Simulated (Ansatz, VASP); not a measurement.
**Two plane-wave programs on SnO2**

```
Sn O
1.0
     3.22820    0.00000    0.00000
    -1.61410    2.79570    0.00000
     0.00000    0.00000    5.49235
Sn O
1 2
Direct
  0.00000 0.00000 0.00000
  0.33333 0.66667 0.18416
  0.66667 0.33333 0.81584
```

Alike in both runs: functional PBE; k mesh 13 × 13 × 7; occupations fermi-dirac, width 0.08 eV; no spin polarisation.

Ansatz relaxed the structure, and its values are those at the end. VASP's run is a single point on that final structure, the one shown.

|  | VASP | Ansatz |
| --- | --- | --- |
| version | VASP 6.6.1 | Ansatz 0.2.0 |
| potentials or method | VASP PAW PBE potentials, release 64 (Sn_d, O) | PAW with Ansatz's default frozen-core files, scalar-relativistic |
| plane-wave cutoff (eV) | 520 | 420 |
| valence electrons in the cell | 26 | 26 |

```tsv
	VASP	Ansatz	Ansatz less VASP
pressure (GPa)	0.5	0.0	-0.47
rms of the force components (eV/Å)	0.024	0.000	-0.0235
```

With one functional, cell and mesh, what is left measures potentials, basis and numerics.
